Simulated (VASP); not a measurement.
# Sc (Fm-3m) in VASP: single point with PBEsol

Aim: the single point of Sc with PBEsol.

Program: VASP 6.6.1. These are calculated values, not measurements. Logs are shortened: lines on timing, memory, paths and dates and some standing lists are left out, and cuts for length are marked.

### Step 1. The cell of the first run

It takes space group Fm-3m (No. 225, cubic). The conventional cell has a = 4.565 Å, b = 4.565 Å, c = 4.565 Å, α = 90.00°, β = 90.00°, γ = 90.00°. Within 4.2 Å of Sc (site symmetry m-3m) lie 12 Sc at 3.23 Å.

### Step 2. Single point, PBEsol

The input, INCAR:

```
PREC = Accurate
ENCUT = 520
EDIFF = 1E-7
ISMEAR = -1
SIGMA = 0.13605693000000002
LREAL = False
LASPH = True
NELM = 60
ALGO = Normal
ISIF = 2
LWAVE = False
LCHARG = True
GGA = PS
LELF = True
LVHAR = True
NBANDS = 12
```

The input, KPOINTS:

```
Automatic mesh
0
Gamma
  12 12 12
```

The input, POSCAR:

```
Sc
1.0
    0.0000000000      2.2824755097      2.2824755097
    2.2824755097      0.0000000000      2.2824755097
    2.2824755097      2.2824755097      0.0000000000
Sc
1
Direct
    0.0000000000      0.0000000000      0.0000000000
```

Potentials or basis: VASP PAW PBE potentials, release 64 (Sc_sv).

Run with:

```sh
cat potpaw_PBE.64/Sc_sv/POTCAR > POTCAR
mpirun -np 1 vasp_std > vasp.out
```

OUTCAR:

```text
PREC = Accurate
   ENCUT = 520
   EDIFF = 1E-7
   ISMEAR = -1
   LREAL = False
   LASPH = True
   NELM = 60
   ISIF = 2
   GGA = PS

 ion  position               nearest neighbor table
   1  0.000  0.000  0.000-

  LATTYP: Found a face centered cubic cell.
 ALAT       =     4.5649510194

  Lattice vectors:

 A1 = (   0.0000000000,   2.2824755097,   2.2824755097)
 A2 = (   2.2824755097,   0.0000000000,   2.2824755097)
 A3 = (   2.2824755097,   2.2824755097,   0.0000000000)

Analysis of symmetry for initial positions (statically):
=====================================================================
 Subroutine PRICEL returns:
 Original cell was already a primitive cell.

 Routine SETGRP: Setting up the symmetry group for a
 face centered cubic supercell.

 Subroutine GETGRP returns: Found 48 space group operations
 (whereof 48 operations were pure point group operations)
 out of a pool of 48 trial point group operations.

The static configuration has the point symmetry O_h .

Analysis of symmetry for dynamics (positions and initial velocities):
=====================================================================
 Subroutine PRICEL returns:
 Original cell was already a primitive cell.

 Routine SETGRP: Setting up the symmetry group for a
 face centered cubic supercell.

 Subroutine GETGRP returns: Found 48 space group operations
 (whereof 48 operations were pure point group operations)
 out of a pool of 48 trial point group operations.

The dynamic configuration has the point symmetry O_h .

 Subroutine INISYM returns: Found 48 space group operations
 (whereof 48 operations are pure point group operations),
 and found     1 'primitive' translations

----------------------------------------------------------------------------------------

                                     Primitive cell

  volume of cell :      23.7820

  direct lattice vectors                    reciprocal lattice vectors
     0.000000000  2.282475510  2.282475510    -0.219060401  0.219060401  0.219060401
     2.282475510  0.000000000  2.282475510     0.219060401 -0.219060401  0.219060401
     2.282475510  2.282475510  0.000000000     0.219060401  0.219060401 -0.219060401

  length of vectors
     3.227907822  3.227907822  3.227907822     0.379423744  0.379423744  0.379423744

  position of ions in fractional coordinates (direct lattice)
     0.000000000  0.000000000  0.000000000

  ion indices of the primitive-cell ions
   primitive index   ion index
                 1           1

----------------------------------------------------------------------------------------

 KPOINTS: Automatic mesh

Automatic generation of k-mesh.
 Grid dimensions read from file:
 generate k-points for:   12   12   12

 Generating k-lattice:

  Cartesian coordinates                     Fractional coordinates (reciprocal lattice)
    -0.018255033  0.018255033  0.018255033     0.083333333  0.000000000  0.000000000
     0.018255033 -0.018255033  0.018255033     0.000000000  0.083333333  0.000000000
     0.018255033  0.018255033 -0.018255033     0.000000000  0.000000000  0.083333333

  Length of vectors
     0.031618645  0.031618645  0.031618645

  Shift w.r.t. Gamma in fractional coordinates (k-lattice)
     0.000000000  0.000000000  0.000000000

 Subroutine IBZKPT returns following result:
 ===========================================

 Found     72 irreducible k-points:

 Following reciprocal coordinates:
            Coordinates               Weight
  0.000000  0.000000  0.000000      1.000000
  0.083333  0.000000  0.000000      8.000000
  0.166667  0.000000  0.000000      8.000000
  0.250000  0.000000  0.000000      8.000000
  0.333333  0.000000  0.000000      8.000000
  0.416667  0.000000  0.000000      8.000000
[... 16 lines left out ...]
  0.500000  0.166667  0.000000     24.000000
 -0.416667  0.166667  0.000000     24.000000
 [... further k-points ...]
   k-points           NKPTS =     72   k-points in BZ     NKDIM =     72   number of bands    NBANDS=     12
   number of dos      NEDOS =    301   number of ions     NIONS =      1
   total plane-waves  NPLWV =  13824
   dimension x,y,z NGX =    24 NGY =   24 NGZ =   24
   dimension x,y,z NGXF=    48 NGYF=   48 NGZF=   48
   ions per type =               1
   NGX,Y,Z   is equivalent  to a cutoff of  12.36, 12.36, 12.36 a.u.
   NGXF,Y,Z  is equivalent  to a cutoff of  24.72, 24.72, 24.72 a.u.
 SYSTEM =  unknown system
   PREC   = accura    normal or accurate (medium, high low for compatibility)
   ISTART =      0    job   : 0-new  1-cont  2-samecut
   ICHARG =      2    charge: 1-file 2-atom 10-const
   ISPIN  =      1    spin polarized calculation?
   LNONCOLLINEAR =      F non collinear calculations
   LSORBIT =      F    spin-orbit coupling
   LASPH  =      T    aspherical Exc in radial PAW
   ENCUT  =  520.0 eV  38.22 Ry    6.18 a.u.   6.00  6.00  6.00*2*pi/ulx,y,z
   NELM   =     60;   NELMIN=  2; NELMDL= -5     # of ELM steps
   EDIFF  = 0.1E-06   stopping-criterion for ELM
   LREAL  =      F    real-space projection
   EDIFFG = 0.1E-05   stopping-criterion for IOM
   NSW    =      0    number of steps for IOM
   IBRION =     -1    ionic relax: 0-MD 1-quasi-New 2-CG
   NFREE  =      0    steps in history (QN), initial steepest desc. (CG)
   ISIF   =      2    stress and relaxation
   ISYM   =      2    0-nonsym 1-usesym 2-fastsym
   POTIM  = 0.5000    time-step for ionic-motion
   TEBEG  =    0.0;   TEEND  =   0.0 temperature during run
   PSTRESS=    0.0 pullay stress
   NELECT =      11.0000    total number of electrons
   NUPDOWN=      -1.0000    fix difference up-down
   EMIN   =  10.00;   EMAX   =-10.00  energy-range for DOS
   EFERMI =   0.00;   METHOD = LEGACY
   ISMEAR =    -1;   SIGMA  =   0.14  broadening in eV -4-tet -1-fermi 0-gaus
   EFERMI_NEDOS =   21; number of points for ismear=-14 and -15
   IALGO  =     38    algorithm
   IMIX   =      4    mixing-type and parameters
     AMIX     =   0.40;   BMIX     =  1.00
     AMIX_MAG =   1.60;   BMIX_MAG =  1.00
  volume/ion in A,a.u.               =      23.78       160.49
  Fermi-wavevector in a.u.,A,eV,Ry     =   1.266066  2.392517 21.809085  1.602923
  Thomas-Fermi vector in A             =   2.399286
   LORBIT       =      0    0 simple, 1 ext, 2 COOP (PROOUT), +10 PAW based schemes
   GGA     = PS    functional components
   LHFCALC =     F    Hartree Fock is set to
   AEXX    =    0.0000 exact exchange contribution
   IVDW    =     0    specifies the selected vdW correction
   LEPSILON=     F    determine dielectric tensor
   LRPA    =     F    only Hartree local field effects (RPA)
 non-spin polarized calculation
  energy-cutoff  :      520.00
  volume of cell :       23.78
 maximum number of plane-waves:       651
   NGX = 13   NGY = 13   NGZ = 13

 number of electron      10.9999996 magnetization

 Free energy of the ion-electron system (eV)
  ---------------------------------------------------
  ext. energy  EPLUGINS =         0.00000000
  ---------------------------------------------------
  free energy    TOTEN  =        -6.61516282 eV

  energy without entropy =       -6.50539310  energy(sigma->0) =       -6.56027796

 E-fermi :   3.8497     XC(G=0): -10.1344

 val. band max:        3.8200765659   @ k =  -0.4167   0.1667   0.0833
 cond. band min:       3.8766895168   @ k =   0.5000   0.3333   0.1667
 fundamental gap:      0.0566129509
 Fermi energy:         3.8497355103

 k-point     1 :       0.0000    0.0000    0.0000
  band No.  band energies     occupation
      1     -45.2785      2.00000
      2     -23.7597      2.00000
      3     -23.7597      2.00000
      4     -23.7597      2.00000
      5      -1.4200      2.00000
      6       5.4728      0.00001
      7       5.4728      0.00001
      8       5.4728      0.00001
      9       6.9235      0.00000
     10       6.9235      0.00000
     11      16.5666      0.00000
     12      20.0715      0.00000

 k-point     2 :       0.0833    0.0000    0.0000
  band No.  band energies     occupation
      1     -45.2738      2.00000
      2     -23.7911      2.00000
      3     -23.7637      2.00000
      4     -23.7637      2.00000
      5      -1.2381      2.00000
      6       5.3368      0.00004
      7       5.5400      0.00001
      8       5.5400      0.00001
      9       6.8765      0.00000
     10       6.8765      0.00000
     11      16.7326      0.00000
     12      18.7678      0.00000

 k-point     3 :       0.1667    0.0000    0.0000
  band No.  band energies     occupation
      1     -45.2609      2.00000
      2     -23.8762      2.00000
      3     -23.7746      2.00000
      4     -23.7746      2.00000
      5      -0.7154      2.00000
      6       4.9965      0.00044
      7       5.6738      0.00000
      8       5.6738      0.00000
      9       6.8212      0.00000
     10       6.8212      0.00000
     11      16.3823      0.00000
     12      17.4404      0.00000

 k-point     4 :       0.2500    0.0000    0.0000
  band No.  band energies     occupation
      1     -45.2433      2.00000
      2     -23.9904      2.00000
      3     -23.7894      2.00000
      4     -23.7894      2.00000
      5       0.0739      2.00000
      6       4.5972      0.00819
      7       5.6866      0.00000
      8       5.6866      0.00000
      9       6.9724      0.00000
     10       6.9724      0.00000
     11      14.5701      0.00000
     12      17.2057      0.00000

 k-point     5 :       0.3333    0.0000    0.0000
  band No.  band energies     occupation
      1     -45.2256      2.00000
      2     -24.1026      2.00000
      3     -23.8041      2.00000
      4     -23.8041      2.00000
      5       0.9806      2.00000
      6       4.2812      0.08051
      7       5.5488      0.00001
      8       5.5488      0.00001
      9       7.3483      0.00000
     10       7.3483      0.00000
     11      12.8108      0.00000
     12      16.6344      0.00000

 k-point     6 :       0.4167    0.0000    0.0000
  band No.  band energies     occupation
      1     -45.2125      2.00000
      2     -24.1836      2.00000
      3     -23.8149      2.00000
      4     -23.8149      2.00000
      5       1.7359      2.00000
      6       4.1496      0.19875
      7       5.4090      0.00002
      8       5.4090      0.00002
      9       7.7185      0.00000
     10       7.7185      0.00000
     11      11.4483      0.00000
     12      16.1182      0.00000

 k-point     7 :       0.5000    0.0000    0.0000
  band No.  band energies     occupation
      1     -45.2078      2.00000
      2     -24.2130      2.00000
      3     -23.8188      2.00000
      4     -23.8188      2.00000
      5       2.0256      2.00000
      6       4.1522      0.19537
      7       5.3545      0.00003
      8       5.3545      0.00003
      9       7.8715      0.00000
     10       7.8715      0.00000
     11      10.9030      0.00000
     12      15.9253      0.00000

 k-point     8 :       0.0833    0.0833    0.0000
  band No.  band energies     occupation
      1     -45.2722      2.00000
      2     -23.7904      2.00000
      3     -23.7706      2.00000
      4     -23.7706      2.00000
      5      -1.1779      2.00000
      6       5.2694      0.00006
      7       5.5810      0.00001
      8       5.5810      0.00001
      9       6.7261      0.00000
     10       6.9816      0.00000
     11      16.8148      0.00000
     12      19.0853      0.00000
[... 166 lines left out ...]
 k-point    20 :       0.2500    0.1667    0.0000
  band No.  band energies     occupation
      1     -45.2418      2.00000
      2     -23.9458      2.00000
      3     -23.8188      2.00000
      4     -23.8162      2.00000
      5       0.0917      2.00000
      6       4.4517      0.02369
      7       5.7086      0.00000
      8       6.0816      0.00000
      9       6.3625      0.00000
     10       7.2794      0.00000
     11      16.1876      0.00000
     12      17.5189      0.00000

 k-point    21 :       0.3333    0.1667    0.0000
  band No.  band energies     occupation
      1     -45.2257      2.00000
      2     -24.0379      2.00000
      3     -23.8367      2.00000
      4     -23.8350      2.00000
      5       0.8886      2.00000
      6       4.1585      0.18744
      7       5.3030      0.00005
      8       6.0887      0.00000
      9       6.9232      0.00000
     10       7.5494      0.00000
     11      14.2112      0.00000
     12      17.0220      0.00000

 k-point    22 :       0.4167    0.1667    0.0000
  band No.  band energies     occupation
      1     -45.2112      2.00000
      2     -24.1184      2.00000
      3     -23.8622      2.00000
      4     -23.8443      2.00000
      5       1.7491      2.00000
      6       3.9188      0.75146
      7       5.0294      0.00034
      8       5.9642      0.00000
      9       7.6192      0.00000
     10       7.8347      0.00000
     11      12.3673      0.00000
     12      16.3515      0.00000

 k-point    23 :       0.5000    0.1667    0.0000
  band No.  band energies     occupation
      1     -45.2021      2.00000
      2     -24.1662      2.00000
      3     -23.8860      2.00000
      4     -23.8443      2.00000
      5       2.4183      1.99995
      6       3.7447      1.36790
      7       4.9522      0.00061
      8       5.8348      0.00000
      9       7.9072      0.00000
     10       8.3206      0.00000
     11      11.0264      0.00000
     12      15.7785      0.00000

 k-point    24 :      -0.4167    0.1667    0.0000
  band No.  band energies     occupation
      1     -45.2009      2.00000
      2     -24.1701      2.00000
      3     -23.9009      2.00000
      4     -23.8351      2.00000
      5       2.5462      1.99986
      6       3.7810      1.24739
      7       4.9151      0.00079
      8       5.7789      0.00000
      9       7.6672      0.00000
     10       8.6340      0.00000
     11      10.8648      0.00000
     12      15.3923      0.00000

 [... further k-points ...]
[... 5 lines left out ...]
  --------------------------------------------------------------------------------------
  -------------------------------------------------------------------------------------
  Total        0.0040023      0.0040023      0.0040023     -0.0000000     -0.0000000      0.0000000
  in kB        0.2696292      0.2696292      0.2696292     -0.0000000     -0.0000000      0.0000000
  external PRESSURE =       0.2696292 kB  Pullay stress =       0.0000000 kB

 VOLUME and BASIS-vectors are now :
 -----------------------------------------------------------------------------
  energy-cutoff  :      520.00
  volume of cell :       23.78
      direct lattice vectors                 reciprocal lattice vectors
     0.000000000  2.282475510  2.282475510    -0.219060401  0.219060401  0.219060401
     2.282475510  0.000000000  2.282475510     0.219060401 -0.219060401  0.219060401
     2.282475510  2.282475510  0.000000000     0.219060401  0.219060401 -0.219060401

 POSITION                                       TOTAL-FORCE (eV/Angst)
 -----------------------------------------------------------------------------------
      0.00000      0.00000      0.00000         0.000000      0.000000     -0.000000
 -----------------------------------------------------------------------------------
    total drift:                               -0.000000      0.000000      0.000000

  FREE ENERGIE OF THE ION-ELECTRON SYSTEM (eV)
  ---------------------------------------------------
  free  energy   TOTEN  =        -6.6151628247 eV

  energy  without entropy=       -6.5053930982  energy(sigma->0) =       -6.56027796
```

Run time: 13 s. Hardware: 1 thread of AMD EPYC 7R13 (Zen 3), shared host; peak memory 0.12 GiB.

Results:

| Quantity | Value |
| --- | --- |
| Free energy | -6.6152 eV |
| Pressure | 0.0 GPa |

Levels at points of the mesh, in eV from the Fermi level:
```csv
k point,band 1,band 2,band 3,band 4,band 5,band 6,band 7,band 8,band 9,band 10
"(0.00, 0.00, 0.00)",-49.13,-27.61,-27.61,-27.61,-5.27,1.62,1.62,1.62,3.07,3.07
"(0.50, 0.00, 0.00)",-49.06,-28.06,-27.67,-27.67,-1.82,0.30,1.50,1.50,4.02,4.02
"(0.50, 0.50, 0.00)",-49.03,-28.03,-27.77,-27.77,-1.61,-0.69,2.04,4.02,4.27,4.27
```

Caveat: the PAW data sets were made with another functional, which shifts forces and pressure a little.
